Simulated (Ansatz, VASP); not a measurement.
**One calculation of B, two programs**

```
B
1.0
     2.43275   -2.27890    0.00000
     2.43275    2.27890    0.00000
     0.00000    0.00000    3.04518
B
4
Direct
  0.26278 0.14351 0.25000
  0.73722 0.85649 0.75000
  0.85649 0.73722 0.25000
  0.14351 0.26278 0.75000
```

Alike in both runs: task relaxation of cell and atoms; functional PBE; k mesh 6 × 6 × 6; occupations gaussian, width 0.1 eV; no spin polarisation.

|  | VASP | Ansatz |
| --- | --- | --- |
| version | VASP 6.6.1 | Ansatz 0.2.0 |
| potentials or method | VASP PAW PBE potentials, release 64 (B), cutoff 600 eV | scalar-relativistic, plane waves, PAW |
| valence electrons in the cell | 12 | 12 |

|  | VASP | Ansatz | Ansatz less VASP |
| --- | --- | --- | --- |
| gap on the k mesh at the Fermi level, each at its own relaxed structure (eV) | none | none | - |
| relaxed volume (Å³/atom) | 6.59 | 6.59 | -0.002 |
| relaxed length of the cell vector where the two differ most in proportion (Å) | 2.983 | 2.982 | -0.0012 |

A gap of «none» marks a metal or a gap that the smearing closes.

Noted on VASP's run: the volume moved by over 15 % at a fixed basis, so the end points are rough.
